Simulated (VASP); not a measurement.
# Sr (P6/mmm) in VASP: notebook

The runs below take Sr through single point, with PBE.

Program: VASP 6.6.1. These are calculated values, not measurements. Logs are shortened: lines on timing, memory, paths and dates and some standing lists are left out, and cuts for length are marked.

## (1) The cell of the first run

The structure is hexagonal, space group P6/mmm (No. 191). Conventional cell: a = 3.162 Å, b = 3.162 Å, c = 2.859 Å, α = 90.00°, β = 90.00°, γ = 120.00°. Sr (site symmetry 6/mmm) has 8 Sr at 2.86 to 3.16 Å within 3.8 Å.

## (2) Single point, PBE

The input, INCAR:

```
SYSTEM = Sr
  ALGO = Normal
  EDIFF = 1E-6
  ENCUT = 520
  GGA = PE
  ISIF = 2
  ISMEAR = -1
  LASPH = .TRUE.
  LCHARG = .TRUE.
  LELF = .TRUE.
  LREAL = .FALSE.
  LVHAR = .TRUE.
  LWAVE = .FALSE.
  NBANDS = 11
  NELM = 100
  PREC = Accurate
  SIGMA = 0.05
```

The input, KPOINTS:

```
k-points
0
G
  11 11 10
  0 0 0
```

The input, POSCAR:

```
Sr
1.0
    3.1618863095      0.0000000000      0.0000000000
   -1.5809431548      2.7382738679      0.0000000000
    0.0000000000      0.0000000000      2.8588744612
Sr
1
Direct
    0.0000000000      0.0000000000      0.0000000000
```

Potentials or basis: VASP PAW PBE potentials, release 64 (Sr_sv).

Run with:

```sh
> cat potpaw_PBE.64/Sr_sv/POTCAR > POTCAR
> mpirun -np 1 vasp_std > vasp.out
```

OUTCAR:

```text
SYSTEM = Sr
   EDIFF = 1E-6
   ENCUT = 520
   GGA = PE
   ISIF = 2
   ISMEAR = -1
   LASPH = .TRUE.
   LREAL = .FALSE.
   NELM = 100
   PREC = Accurate

 ion  position               nearest neighbor table
   1  0.000  0.000  0.000-

  LATTYP: Found a hexagonal cell.
 ALAT       =     3.1618863095
 C/A-ratio  =     0.9041673803

  Lattice vectors:

 A1 = (   3.1618863095,   0.0000000000,   0.0000000000)
 A2 = (  -1.5809431548,   2.7382738679,   0.0000000000)
 A3 = (   0.0000000000,   0.0000000000,   2.8588744612)

Analysis of symmetry for initial positions (statically):
=====================================================================
 Subroutine PRICEL returns:
 Original cell was already a primitive cell.

 Routine SETGRP: Setting up the symmetry group for a
 hexagonal supercell.

 Subroutine GETGRP returns: Found 24 space group operations
 (whereof 24 operations were pure point group operations)
 out of a pool of 24 trial point group operations.

The static configuration has the point symmetry D_6h.

Analysis of symmetry for dynamics (positions and initial velocities):
=====================================================================
 Subroutine PRICEL returns:
 Original cell was already a primitive cell.

 Routine SETGRP: Setting up the symmetry group for a
 hexagonal supercell.

 Subroutine GETGRP returns: Found 24 space group operations
 (whereof 24 operations were pure point group operations)
 out of a pool of 24 trial point group operations.

The dynamic configuration has the point symmetry D_6h.

 Subroutine INISYM returns: Found 24 space group operations
 (whereof 24 operations are pure point group operations),
 and found     1 'primitive' translations

----------------------------------------------------------------------------------------

                                     Primitive cell

  volume of cell :      24.7525

  direct lattice vectors                    reciprocal lattice vectors
     3.161886309  0.000000000  0.000000000     0.316266906  0.182596783  0.000000000
    -1.580943155  2.738273868  0.000000000     0.000000000  0.365193567  0.000000000
     0.000000000  0.000000000  2.858874461     0.000000000  0.000000000  0.349788007

  length of vectors
     3.161886309  3.161886310  2.858874461     0.365193567  0.365193567  0.349788007

  position of ions in fractional coordinates (direct lattice)
     0.000000000  0.000000000  0.000000000

  ion indices of the primitive-cell ions
   primitive index   ion index
                 1           1

----------------------------------------------------------------------------------------

 KPOINTS: k-points

Automatic generation of k-mesh.
 Grid dimensions read from file:
 generate k-points for:   11   11   10

 Generating k-lattice:

  Cartesian coordinates                     Fractional coordinates (reciprocal lattice)
     0.028751537  0.016599708  0.000000000     0.090909091  0.000000000  0.000000000
     0.000000000  0.033199415  0.000000000     0.000000000  0.090909091  0.000000000
     0.000000000  0.000000000  0.034978801     0.000000000  0.000000000  0.100000000

  Length of vectors
     0.033199415  0.033199415  0.034978801

  Shift w.r.t. Gamma in fractional coordinates (k-lattice)
     0.000000000  0.000000000  0.000000000

 Subroutine IBZKPT returns following result:
 ===========================================

 Found     96 irreducible k-points:

 Following reciprocal coordinates:
            Coordinates               Weight
  0.000000  0.000000  0.000000      1.000000
  0.090909  0.000000  0.000000      6.000000
  0.181818  0.000000  0.000000      6.000000
  0.272727  0.000000  0.000000      6.000000
  0.363636  0.000000  0.000000      6.000000
  0.454545  0.000000  0.000000      6.000000
[... 16 lines left out ...]
  0.090909  0.090909  0.100000     12.000000
  0.181818  0.090909  0.100000     24.000000
 [... further k-points ...]
   k-points           NKPTS =     96   k-points in BZ     NKDIM =     96   number of bands    NBANDS=     11
   number of dos      NEDOS =    301   number of ions     NIONS =      1
   total plane-waves  NPLWV =  13824
   dimension x,y,z NGX =    24 NGY =   24 NGZ =   24
   dimension x,y,z NGXF=    48 NGYF=   48 NGZF=   48
   ions per type =               1
   NGX,Y,Z   is equivalent  to a cutoff of  12.62, 12.62, 13.96 a.u.
   NGXF,Y,Z  is equivalent  to a cutoff of  25.24, 25.24, 27.91 a.u.
 SYSTEM =  Sr
   PREC   = accura    normal or accurate (medium, high low for compatibility)
   ISTART =      0    job   : 0-new  1-cont  2-samecut
   ICHARG =      2    charge: 1-file 2-atom 10-const
   ISPIN  =      1    spin polarized calculation?
   LNONCOLLINEAR =      F non collinear calculations
   LSORBIT =      F    spin-orbit coupling
   LASPH  =      T    aspherical Exc in radial PAW
   ENCUT  =  520.0 eV  38.22 Ry    6.18 a.u.   5.88  5.88  5.32*2*pi/ulx,y,z
   NELM   =    100;   NELMIN=  2; NELMDL= -5     # of ELM steps
   EDIFF  = 0.1E-05   stopping-criterion for ELM
   LREAL  =      F    real-space projection
   EDIFFG = 0.1E-04   stopping-criterion for IOM
   NSW    =      0    number of steps for IOM
   IBRION =     -1    ionic relax: 0-MD 1-quasi-New 2-CG
   NFREE  =      0    steps in history (QN), initial steepest desc. (CG)
   ISIF   =      2    stress and relaxation
   ISYM   =      2    0-nonsym 1-usesym 2-fastsym
   POTIM  = 0.5000    time-step for ionic-motion
   TEBEG  =    0.0;   TEEND  =   0.0 temperature during run
   PSTRESS=    0.0 pullay stress
   NELECT =      10.0000    total number of electrons
   NUPDOWN=      -1.0000    fix difference up-down
   EMIN   =  10.00;   EMAX   =-10.00  energy-range for DOS
   EFERMI =   0.00;   METHOD = LEGACY
   ISMEAR =    -1;   SIGMA  =   0.05  broadening in eV -4-tet -1-fermi 0-gaus
   EFERMI_NEDOS =   21; number of points for ismear=-14 and -15
   IALGO  =     38    algorithm
   IMIX   =      4    mixing-type and parameters
     AMIX     =   0.40;   BMIX     =  1.00
     AMIX_MAG =   1.60;   BMIX_MAG =  1.00
  volume/ion in A,a.u.               =      24.75       167.04
  Fermi-wavevector in a.u.,A,eV,Ry     =   1.210232  2.287008 19.927941  1.464662
  Thomas-Fermi vector in A             =   2.345785
   LORBIT       =      0    0 simple, 1 ext, 2 COOP (PROOUT), +10 PAW based schemes
   GGA     = PE    functional components
   LHFCALC =     F    Hartree Fock is set to
   AEXX    =    0.0000 exact exchange contribution
   IVDW    =     0    specifies the selected vdW correction
   LEPSILON=     F    determine dielectric tensor
   LRPA    =     F    only Hartree local field effects (RPA)
 non-spin polarized calculation
  energy-cutoff  :      520.00
  volume of cell :       24.75
 maximum number of plane-waves:       684
 NGX is ok and might be reduce to    24

 number of electron      10.0000000 magnetization

 Free energy of the ion-electron system (eV)
  ---------------------------------------------------
  ext. energy  EPLUGINS =         0.00000000
  ---------------------------------------------------
  free energy    TOTEN  =         0.07747161 eV

  energy without entropy =        0.08118849  energy(sigma->0) =        0.07933005

 E-fermi :   5.2771     XC(G=0): -10.2760

 val. band max:        5.2710760214   @ k =   0.0909   0.0000   0.5000
 cond. band min:       5.2972285037   @ k =   0.0000   0.0000   0.0000
 fundamental gap:      0.0261524822
 Fermi energy:         5.2770818134

 k-point     1 :       0.0000    0.0000    0.0000
  band No.  band energies     occupation
      1     -30.9914      2.00000
      2     -11.8606      2.00000
      3     -11.8606      2.00000
      4     -11.5072      2.00000
      5       1.3323      2.00000
      6       5.2972      0.80122
      7       8.1936      0.00000
      8       8.1936      0.00000
      9      14.9722      0.00000
     10      14.9722      0.00000
     11      15.2030      0.00000

 k-point     2 :       0.0909    0.0000    0.0000
  band No.  band energies     occupation
      1     -30.9638      2.00000
      2     -12.0665      2.00000
      3     -11.9020      2.00000
      4     -11.4875      2.00000
      5       1.6519      2.00000
      6       5.4402      0.07375
      7       7.7023      0.00000
      8       8.4975      0.00000
      9      14.3234      0.00000
     10      14.8894      0.00000
     11      16.1410      0.00000

 k-point     3 :       0.1818    0.0000    0.0000
  band No.  band energies     occupation
      1     -30.8888      2.00000
      2     -12.5848      2.00000
      3     -12.0108      2.00000
      4     -11.4341      2.00000
      5       2.4498      2.00000
      6       5.7527      0.00015
      7       6.9100      0.00000
      8       9.3829      0.00000
      9      13.1258      0.00000
     10      14.6763      0.00000
     11      18.3215      0.00000

 k-point     4 :       0.2727    0.0000    0.0000
  band No.  band energies     occupation
      1     -30.7883      2.00000
      2     -13.2051      2.00000
      3     -12.1486      2.00000
      4     -11.3630      2.00000
      5       3.2813      2.00000
      6       5.6575      0.00099
      7       7.0594      0.00000
      8      10.7731      0.00000
      9      12.0228      0.00000
     10      14.4151      0.00000
     11      18.0216      0.00000
[... 239 lines left out ...]
 k-point    22 :       0.4545    0.0000    0.1000
  band No.  band energies     occupation
      1     -30.5958      2.00000
      2     -13.9768      2.00000
      3     -12.3079      2.00000
      4     -11.5673      2.00000
      5       3.6445      2.00000
      6       6.7138      0.00000
      7       7.3661      0.00000
      8      11.3311      0.00000
      9      12.8615      0.00000
     10      14.4572      0.00000
     11      17.6436      0.00000

 k-point    23 :       0.0909    0.0909    0.1000
  band No.  band energies     occupation
      1     -30.8710      2.00000
      2     -12.3805      2.00000
      3     -11.9604      2.00000
      4     -11.7880      2.00000
      5       2.5045      2.00000
      6       6.1568      0.00000
      7       7.1276      0.00000
      8       9.2159      0.00000
      9      12.6439      0.00000
     10      13.8470      0.00000
     11      17.7988      0.00000

 k-point    24 :       0.1818    0.0909    0.1000
  band No.  band energies     occupation
      1     -30.7836      2.00000
      2     -12.9090      2.00000
      3     -12.1164      2.00000
      4     -11.7173      2.00000
      5       3.3662      2.00000
      6       6.1932      0.00000
      7       6.8119      0.00000
      8      10.2725      0.00000
      9      11.7794      0.00000
     10      13.4532      0.00000
     11      19.5556      0.00000

 [... further k-points ...]
[... 5 lines left out ...]
  --------------------------------------------------------------------------------------
  -------------------------------------------------------------------------------------
  Total        4.3907178      4.3907178      4.4362650     -0.0000000     -0.0000000      0.0000000
  in kB      284.2024988    284.2024988    287.1506775     -0.0000000     -0.0000000      0.0000000
  external PRESSURE =     285.1852250 kB  Pullay stress =       0.0000000 kB

 VOLUME and BASIS-vectors are now :
 -----------------------------------------------------------------------------
  energy-cutoff  :      520.00
  volume of cell :       24.75
      direct lattice vectors                 reciprocal lattice vectors
     3.161886309  0.000000000  0.000000000     0.316266906  0.182596783  0.000000000
    -1.580943155  2.738273868  0.000000000     0.000000000  0.365193567  0.000000000
     0.000000000  0.000000000  2.858874461     0.000000000  0.000000000  0.349788007

 POSITION                                       TOTAL-FORCE (eV/Angst)
 -----------------------------------------------------------------------------------
      0.00000      0.00000      0.00000         0.000000      0.000000      0.000000
 -----------------------------------------------------------------------------------
    total drift:                                0.000000      0.000000      0.000000

  FREE ENERGIE OF THE ION-ELECTRON SYSTEM (eV)
  ---------------------------------------------------
  free  energy   TOTEN  =         0.0774716084 eV

  energy  without entropy=        0.0811884944  energy(sigma->0) =        0.07933005
```

Run time: 10 s. Hardware: 1 thread of Intel Xeon Platinum 8488C (Sapphire Rapids), shared host; peak memory 0.15 GiB.

What came out:

- Free energy: 0.0775 eV
- Pressure: 28.5 GPa
- Band gap on the k mesh: zero (band 5 reaches 5.83 eV, above the bottom of band 6 at 4.77 eV)

## (3) Single point, PBE

The input, INCAR:

```
PREC = Accurate
ENCUT = 520
EDIFF = 1E-6
ISMEAR = -1
SIGMA = 0.05
LREAL = False
LASPH = True
NELM = 60
ALGO = Normal
ISIF = 2
LWAVE = False
LCHARG = True
GGA = PE
LELF = True
LVHAR = True
NBANDS = 11
```

The input, KPOINTS:

```
Automatic mesh
0
Gamma
  11 11 10
```

POSCAR is that of step 2.

Potentials or basis: VASP PAW PBE potentials, release 64 (Sr_sv).

Run with:

```sh
> cat potpaw_PBE.64/Sr_sv/POTCAR > POTCAR
> mpirun -np 1 vasp_std > vasp.out
```

Run time: 11 s. Hardware: 1 thread of Intel Xeon Platinum 8488C (Sapphire Rapids), shared host; peak memory 0.15 GiB.

Results (log left out):

| Property | Result |
| --- | --- |
| Free energy | 0.0775 eV |
| Pressure | 28.5 GPa |
| Band gap on the k mesh | zero (band 5 reaches 5.83 eV, above the bottom of band 6 at 4.77 eV) |

Stress tensor (GPa, compression positive):
```
28.42  0.00  0.00
 0.00 28.42  0.00
 0.00  0.00 28.72
```

Levels at points of the mesh, in eV from the Fermi level:
| k point | band 1 | band 2 | band 3 | band 4 | band 5 | band 6 | band 7 | band 8 | band 9 | band 10 |
| --- | --- | --- | --- | --- | --- | --- | --- | --- | --- | --- |
| (0.00, 0.00, 0.00) | -36.27 | -17.14 | -17.14 | -16.78 | -3.94 | 0.02 | 2.92 | 2.92 | 9.70 | 9.70 |
| (0.00, 0.00, 0.50) | -35.80 | -19.77 | -16.81 | -16.81 | -0.37 | 1.80 | 4.28 | 4.28 | 4.79 | 4.79 |

## (4) Single point, PBE (volume scaled by 0.52)

The input, INCAR:

```
SYSTEM = Sr
PREC = Accurate
ENCUT = 520
EDIFF = 1E-6
ISMEAR = -1
SIGMA = 0.05
LREAL = .FALSE.
LASPH = .TRUE.
NELM = 100
ALGO = Normal
ISIF = 2
LWAVE = .FALSE.
LCHARG = .FALSE.
GGA = PE
NBANDS = 11
```

The input, KPOINTS:

```
regular mesh
0
G
  11 11 10
  0 0 0
```

The input, POSCAR:

```
Sr
1.0
    3.3153389512      0.0000000000      0.0000000000
   -1.6576694756      2.8711677539      0.0000000000
    0.0000000000      0.0000000000      3.0048482412
Sr
1
Direct
    0.0000000000      0.0000000000      0.0000000000
```

Run with:

```sh
> cat potpaw_PBE.64/Sr_sv/POTCAR > POTCAR
> mpirun -np 1 vasp_std > vasp.out
```

It took 16 s on 1 thread of Intel Xeon Platinum 8488C (Sapphire Rapids), shared host; peak memory 0.17 GiB.

The run converged. Its results:

```
Free energy            : -0.4740 eV
Pressure               : 18.3 GPa
Band gap on the k mesh : zero (band 5 reaches 4.81 eV, above the bottom of band 6 at 4.09 eV)
```

Stress tensor (GPa, compression positive):
```
18.01  0.00  0.00
 0.00 18.01  0.00
 0.00  0.00 18.77
```

Levels at points of the mesh, in eV from the Fermi level:
```csv
k point,band 1,band 2,band 3,band 4,band 5,band 6,band 7,band 8,band 9,band 10
"(0.00, 0.00, 0.00)",-36.23,-17.49,-17.49,-17.23,-4.12,0.20,2.77,2.77,8.57,8.57
"(0.00, 0.00, 0.50)",-35.94,-19.36,-17.27,-17.27,-0.77,1.14,3.93,3.93,4.43,4.43
```

(Continued in part 2 of 2.)
